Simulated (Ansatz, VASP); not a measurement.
# One calculation of Fe, two programs

```
Fe
1.0
     4.04616    0.00000    0.00000
    -2.02308    3.50407    0.00000
     0.00000    0.00000    2.30922
Fe
3
Direct
  0.00000 0.00000 0.00000
  0.33333 0.66667 0.50000
  0.66667 0.33333 0.50000
```

Alike in both runs: task single point; functional revPBE; k mesh 10 × 10 × 15; occupations fermi-dirac, width 0.05 eV; collinear spin.

```csv
,VASP,Ansatz
version,VASP 6.6.1,Ansatz 0.2.0
potentials or method,"VASP PAW PBE potentials, release 64 (Fe), cutoff 520 eV","plane waves (420 eV) with PAW, scalar-relativistic"
valence electrons in the cell,24,48
```

```tsv
	VASP	Ansatz	Ansatz less VASP
pressure (GPa)	21.9	22.1	+0.25
traceless stress, the component that is largest in VASP (GPa)	-0.34	0.17	+0.506
net moment per atom (μB)	2.28	2.27	-0.013
size of the moment on the site where the two differ most (μB)	2.44	2.45	+0.004
```

VASP's potentials were made for PBE, not for revPBE. Site moments also hang on the region over which each program counts them. With one functional, cell and mesh, what is left measures potentials, basis and numerics. VASP's potentials hold 24 valence electrons a cell and Ansatz's 48, so a difference there can come from the potentials and not from the codes.
